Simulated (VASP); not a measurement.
A run of VASP 6.6.1:

INCAR

```
  PREC = Accurate
  ENCUT = 520
  EDIFF = 1E-7
  ISMEAR = 0
  SIGMA = 0.15
  LREAL = False
  LASPH = True
  NELM = 60
  ALGO = Normal
  ISIF = 2
  LWAVE = False
  LCHARG = True
  GGA = PE
  LELF = True
  LVHAR = True
  NBANDS = 12
```

The input KPOINTS:

```
regular mesh
0
Gamma
  20 20 20
```

Contents of POSCAR:

```
Ta
1.0
   -1.7384080952      1.7384080952      1.5424895029
    1.7384080952     -1.7384080952      1.5424895029
    1.7384080952      1.7384080952     -1.5424895029
Ta
1
Direct
    0.0000000000      0.0000000000      0.0000000000
```

Potentials or basis: VASP PAW PBE potentials, release 64 (Ta_pv).

The run is started by

```sh
$ cat potpaw_PBE.64/Ta_pv/POTCAR > POTCAR
$ mpirun -np 1 vasp_std > vasp.out
```

Hardware: 1 thread of Intel(R) Xeon(R) Platinum 8559C (Emerald Rapids), with other jobs on the host.

Question: How long does it take, and how much memory?

Answer: Run time: 52 s on 1 thread of Intel(R) Xeon(R) Platinum 8559C (Emerald Rapids) (shared host), peak memory 0.26 GiB. Counts: scf iterations 13, k points 641.
